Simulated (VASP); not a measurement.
# Sn (Im-3m) in VASP: a series of runs

The runs below take Sn through single point, with PBEsol.

Program: VASP 6.6.1. These are calculated values, not measurements. Logs are shortened: lines on timing, memory, paths and dates and some standing lists are left out, and cuts for length are marked.

**1. The cell of the first run**

The structure is cubic, space group Im-3m (No. 229). The conventional cell has a = 3.745 Å, b = 3.745 Å, c = 3.745 Å, α = 90.00°, β = 90.00°, γ = 90.00°. Within 4.3 Å of Sn (site symmetry m-3m) lie 14 Sn at 3.24 to 3.74 Å.

**2. Single point, PBEsol**

Input file INCAR:

```
SYSTEM = Sn
PREC = Accurate
ENCUT = 520
EDIFF = 1E-6
ISMEAR = 0
SIGMA = 0.1
LREAL = .False.
LASPH = .True.
NELM = 60
ALGO = Normal
ISIF = 2
LWAVE = .False.
LCHARG = .True.
GGA = PS
LELF = .True.
LVHAR = .True.
NBANDS = 13
```

Input file KPOINTS:

```
regular mesh
0
Gamma
  16 16 16
  0 0 0
```

Input file POSCAR:

```
Sn
1.0
   -1.8723950216      1.8723950216      1.8723950216
    1.8723950216     -1.8723950216      1.8723950216
    1.8723950216      1.8723950216     -1.8723950216
Sn
1
Direct
    0.0000000000      0.0000000000      0.0000000000
```

Potentials or basis: VASP PAW PBE potentials, release 64 (Sn_d).

The run is started by

```console
> cat potpaw_PBE.64/Sn_d/POTCAR > POTCAR
> mpirun -np 1 vasp_std > vasp.out
```

OUTCAR:

```text
SYSTEM = Sn
   PREC = Accurate
   ENCUT = 520
   EDIFF = 1E-6
   ISMEAR = 0
   LREAL = .False.
   LASPH = .True.
   NELM = 60
   ISIF = 2
   GGA = PS

 ion  position               nearest neighbor table
   1  0.000  0.000  0.000-

  LATTYP: Found a body centered cubic cell.
 ALAT       =     3.7447900432

  Lattice vectors:

 A1 = (  -1.8723950216,   1.8723950216,   1.8723950216)
 A2 = (   1.8723950216,  -1.8723950216,   1.8723950216)
 A3 = (   1.8723950216,   1.8723950216,  -1.8723950216)

Analysis of symmetry for initial positions (statically):
=====================================================================
 Subroutine PRICEL returns:
 Original cell was already a primitive cell.

 Routine SETGRP: Setting up the symmetry group for a
 body centered cubic supercell.

 Subroutine GETGRP returns: Found 48 space group operations
 (whereof 48 operations were pure point group operations)
 out of a pool of 48 trial point group operations.

The static configuration has the point symmetry O_h .

Analysis of symmetry for dynamics (positions and initial velocities):
=====================================================================
 Subroutine PRICEL returns:
 Original cell was already a primitive cell.

 Routine SETGRP: Setting up the symmetry group for a
 body centered cubic supercell.

 Subroutine GETGRP returns: Found 48 space group operations
 (whereof 48 operations were pure point group operations)
 out of a pool of 48 trial point group operations.

The dynamic configuration has the point symmetry O_h .

 Subroutine INISYM returns: Found 48 space group operations
 (whereof 48 operations are pure point group operations),
 and found     1 'primitive' translations

----------------------------------------------------------------------------------------

                                     Primitive cell

  volume of cell :      26.2574

  direct lattice vectors                    reciprocal lattice vectors
    -1.872395022  1.872395022  1.872395022     0.000000000  0.267037668  0.267037668
     1.872395022 -1.872395022  1.872395022     0.267037668  0.000000000  0.267037668
     1.872395022  1.872395022 -1.872395022     0.267037668  0.267037668  0.000000000

  length of vectors
     3.243083309  3.243083309  3.243083309     0.377648292  0.377648292  0.377648292

  position of ions in fractional coordinates (direct lattice)
     0.000000000  0.000000000  0.000000000

  ion indices of the primitive-cell ions
   primitive index   ion index
                 1           1

----------------------------------------------------------------------------------------

 KPOINTS: regular mesh

Automatic generation of k-mesh.
 Grid dimensions read from file:
 generate k-points for:   16   16   16

 Generating k-lattice:

  Cartesian coordinates                     Fractional coordinates (reciprocal lattice)
     0.000000000  0.016689854  0.016689854     0.062500000  0.000000000  0.000000000
     0.016689854  0.000000000  0.016689854     0.000000000  0.062500000  0.000000000
     0.016689854  0.016689854  0.000000000     0.000000000  0.000000000  0.062500000

  Length of vectors
     0.023603018  0.023603018  0.023603018

  Shift w.r.t. Gamma in fractional coordinates (k-lattice)
     0.000000000  0.000000000  0.000000000

 Subroutine IBZKPT returns following result:
 ===========================================

 Found    145 irreducible k-points:

 Following reciprocal coordinates:
            Coordinates               Weight
  0.000000  0.000000  0.000000      1.000000
  0.062500  0.000000  0.000000     12.000000
  0.125000  0.000000  0.000000     12.000000
  0.187500  0.000000  0.000000     12.000000
  0.250000  0.000000  0.000000     12.000000
  0.312500  0.000000  0.000000     12.000000
[... 16 lines left out ...]
  0.187500  0.187500  0.000000     24.000000
  0.250000  0.187500  0.000000     48.000000
 [... further k-points ...]
   k-points           NKPTS =    145   k-points in BZ     NKDIM =    145   number of bands    NBANDS=     13
   number of dos      NEDOS =    301   number of ions     NIONS =      1
   total plane-waves  NPLWV =  13824
   dimension x,y,z NGX =    24 NGY =   24 NGZ =   24
   dimension x,y,z NGXF=    48 NGYF=   48 NGZF=   48
   ions per type =               1
   NGX,Y,Z   is equivalent  to a cutoff of  12.30, 12.30, 12.30 a.u.
   NGXF,Y,Z  is equivalent  to a cutoff of  24.61, 24.61, 24.61 a.u.
 SYSTEM =  Sn
   PREC   = accura    normal or accurate (medium, high low for compatibility)
   ISTART =      0    job   : 0-new  1-cont  2-samecut
   ICHARG =      2    charge: 1-file 2-atom 10-const
   ISPIN  =      1    spin polarized calculation?
   LNONCOLLINEAR =      F non collinear calculations
   LSORBIT =      F    spin-orbit coupling
   LASPH  =      T    aspherical Exc in radial PAW
   ENCUT  =  520.0 eV  38.22 Ry    6.18 a.u.   6.03  6.03  6.03*2*pi/ulx,y,z
   NELM   =     60;   NELMIN=  2; NELMDL= -5     # of ELM steps
   EDIFF  = 0.1E-05   stopping-criterion for ELM
   LREAL  =      F    real-space projection
   EDIFFG = 0.1E-04   stopping-criterion for IOM
   NSW    =      0    number of steps for IOM
   IBRION =     -1    ionic relax: 0-MD 1-quasi-New 2-CG
   NFREE  =      0    steps in history (QN), initial steepest desc. (CG)
   ISIF   =      2    stress and relaxation
   ISYM   =      2    0-nonsym 1-usesym 2-fastsym
   POTIM  = 0.5000    time-step for ionic-motion
   TEBEG  =    0.0;   TEEND  =   0.0 temperature during run
   PSTRESS=    0.0 pullay stress
   NELECT =      14.0000    total number of electrons
   NUPDOWN=      -1.0000    fix difference up-down
   EMIN   =  10.00;   EMAX   =-10.00  energy-range for DOS
   EFERMI =   0.00;   METHOD = LEGACY
   ISMEAR =     0;   SIGMA  =   0.10  broadening in eV -4-tet -1-fermi 0-gaus
   EFERMI_NEDOS =   21; number of points for ismear=-14 and -15
   IALGO  =     38    algorithm
   IMIX   =      4    mixing-type and parameters
     AMIX     =   0.40;   BMIX     =  1.00
     AMIX_MAG =   1.60;   BMIX_MAG =  1.00
  volume/ion in A,a.u.               =      26.26       177.19
  Fermi-wavevector in a.u.,A,eV,Ry     =   1.327496  2.508605 23.976824  1.762247
  Thomas-Fermi vector in A             =   2.456804
   LORBIT       =      0    0 simple, 1 ext, 2 COOP (PROOUT), +10 PAW based schemes
   GGA     = PS    functional components
   LHFCALC =     F    Hartree Fock is set to
   AEXX    =    0.0000 exact exchange contribution
   IVDW    =     0    specifies the selected vdW correction
   LEPSILON=     F    determine dielectric tensor
   LRPA    =     F    only Hartree local field effects (RPA)
 non-spin polarized calculation
 Gauss-broadening in eV      SIGMA  =   0.10
  energy-cutoff  :      520.00
  volume of cell :       26.26
 maximum number of plane-waves:       719
   NGX = 13   NGY = 13   NGZ = 13

 number of electron      13.9999991 magnetization

 Free energy of the ion-electron system (eV)
  ---------------------------------------------------
  ext. energy  EPLUGINS =         0.00000000
  ---------------------------------------------------
  free energy    TOTEN  =        -4.22770969 eV

  energy without entropy =       -4.22371718  energy(sigma->0) =       -4.22571344

 E-fermi :   8.3093     XC(G=0): -10.6682

 val. band max:        8.2947631709   @ k =  -0.2500   0.3750   0.1250
 cond. band min:       8.3148248015   @ k =   0.2500   0.1875   0.1250
 fundamental gap:      0.0200616306
 Fermi energy:         8.3092887781

 k-point     1 :       0.0000    0.0000    0.0000
  band No.  band energies     occupation
      1     -13.1110      2.00000
      2     -13.1110      2.00000
      3     -13.1110      2.00000
      4     -12.9555      2.00000
      5     -12.9555      2.00000
      6      -3.0015      2.00000
      7      16.6282      0.00000
      8      16.6282      0.00000
      9      16.6282      0.00000
     10      20.5457      0.00000
     11      20.5457      0.00000
     12      20.5457      0.00000
     13      21.3655      0.00000

 k-point     2 :       0.0625    0.0000    0.0000
  band No.  band energies     occupation
      1     -13.1130      2.00000
      2     -13.1081      2.00000
      3     -13.1017      2.00000
      4     -12.9577      2.00000
      5     -12.9557      2.00000
      6      -2.9138      2.00000
      7      15.8344      0.00000
      8      16.2584      0.00000
      9      16.5025      0.00000
     10      19.5917      0.00000
     11      19.8713      0.00000
     12      20.3529      0.00000
     13      21.8890      0.00000

 k-point     3 :       0.1250    0.0000    0.0000
  band No.  band energies     occupation
      1     -13.1186      2.00000
      2     -13.1006      2.00000
      3     -13.0753      2.00000
      4     -12.9637      2.00000
      5     -12.9565      2.00000
      6      -2.6504      2.00000
      7      14.0418      0.00000
      8      15.4431      0.00000
      9      16.1405      0.00000
     10      18.6899      0.00000
     11      19.0437      0.00000
     12      20.2106      0.00000
     13      22.2205      0.00000
[... 305 lines left out ...]
 k-point    23 :       0.1875    0.1875    0.0000
  band No.  band energies     occupation
      1     -13.1275      2.00000
      2     -13.0796      2.00000
      3     -12.9825      2.00000
      4     -12.9676      2.00000
      5     -12.9415      2.00000
      6      -0.6320      2.00000
      7       8.7872      0.00000
      8      10.4623      0.00000
      9      13.6828      0.00000
     10      18.5734      0.00000
     11      18.9985      0.00000
     12      21.9671      0.00000
     13      23.5951      0.00000

 k-point    24 :       0.2500    0.1875    0.0000
  band No.  band energies     occupation
      1     -13.1309      2.00000
      2     -13.0701      2.00000
      3     -12.9799      2.00000
      4     -12.9706      2.00000
      5     -12.9185      2.00000
      6       0.2281      2.00000
      7       7.3622      2.00000
      8       9.5135      0.00000
      9      13.2375      0.00000
     10      18.3840      0.00000
     11      19.5475      0.00000
     12      22.1773      0.00000
     13      24.8692      0.00000

 [... further k-points ...]

------------------------ aborting loop because EDIFF is reached ----------------------------------------

  FORCE on cell =-STRESS in cart. coord.  units (eV):
  Direction    XX          YY          ZZ          XY          YZ          ZX
  --------------------------------------------------------------------------------------
  -------------------------------------------------------------------------------------
  Total       -0.0085364     -0.0085364     -0.0085364     -0.0000000     -0.0000000     -0.0000000
  in kB       -0.5208718     -0.5208718     -0.5208718     -0.0000000     -0.0000000     -0.0000000
  external PRESSURE =      -0.5208718 kB  Pullay stress =       0.0000000 kB

 VOLUME and BASIS-vectors are now :
 -----------------------------------------------------------------------------
  energy-cutoff  :      520.00
  volume of cell :       26.26
      direct lattice vectors                 reciprocal lattice vectors
    -1.872395022  1.872395022  1.872395022     0.000000000  0.267037668  0.267037668
     1.872395022 -1.872395022  1.872395022     0.267037668  0.000000000  0.267037668
     1.872395022  1.872395022 -1.872395022     0.267037668  0.267037668  0.000000000

 POSITION                                       TOTAL-FORCE (eV/Angst)
 -----------------------------------------------------------------------------------
      0.00000      0.00000      0.00000         0.000000      0.000000     -0.000000
 -----------------------------------------------------------------------------------
    total drift:                                0.000000      0.000000      0.000000

  FREE ENERGIE OF THE ION-ELECTRON SYSTEM (eV)
  ---------------------------------------------------
  free  energy   TOTEN  =        -4.2277096928 eV

  energy  without entropy=       -4.2237171786  energy(sigma->0) =       -4.22571344
```

Run time: 14 s. Hardware: 1 thread of Intel Xeon Platinum 8375C at 2.90GHz (Ice Lake), shared host; peak memory 0.16 GiB.

What came out:

| Item | Value |
| --- | --- |
| Free energy | -4.2277 eV |
| Pressure | -0.1 GPa |
| Band gap on the k mesh | zero (band 7 reaches 16.63 eV, above the bottom of band 8 at 5.86 eV) |

Levels at points of the mesh, in eV from the Fermi level:
| k point | band 5 | band 6 | band 7 | band 8 | band 9 | band 10 |
| --- | --- | --- | --- | --- | --- | --- |
| (0.00, 0.00, 0.00) | -21.26 | -11.31 | 8.32 | 8.32 | 8.32 | 12.24 |
| (0.50, 0.00, 0.00) | -21.17 | -6.42 | -4.56 | 3.76 | 5.59 | 8.20 |
| (0.50, 0.50, 0.50) | -21.19 | -2.25 | -0.48 | -0.48 | -0.48 | 3.87 |

Caveat: the PAW data sets were made with another functional, which shifts forces and pressure a little; spin-orbit coupling is left out, which moves the levels of the heavy elements.

(Part 1 of 2 ends here.)
